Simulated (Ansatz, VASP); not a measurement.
Ag in VASP and in Ansatz

```
CELL_PARAMETERS angstrom
0.00000 2.07392 2.07392
2.07392 0.00000 2.07392
2.07392 2.07392 0.00000
ATOMIC_POSITIONS crystal
Ag 0.00000 0.00000 0.00000
```

Alike in both runs: functional PBE; k mesh 24 × 24 × 24; occupations gaussian, width 0.03 eV; no spin polarisation.

Ansatz relaxed the structure, and its values are those at the end. VASP's run is a single point on that final structure, the one shown.

```csv
,VASP,Ansatz
version,VASP 6.6.1,Ansatz 0.2.0
potentials or method,"VASP PAW PBE potentials, release 64 (Ag), cutoff 500 eV","scalar-relativistic, plane waves, PAW"
valence electrons in the cell,11,19
```

```csv
,VASP,Ansatz,Ansatz less VASP
gap on the k mesh at the Fermi level (eV),none,none,-
pressure (GPa),-0.1,0.0,+0.08
```

A gap of «none» marks a metal or a gap that the smearing closes. VASP's potentials hold 11 valence electrons a cell and Ansatz's 19, so a difference there can come from the potentials and not from the codes.
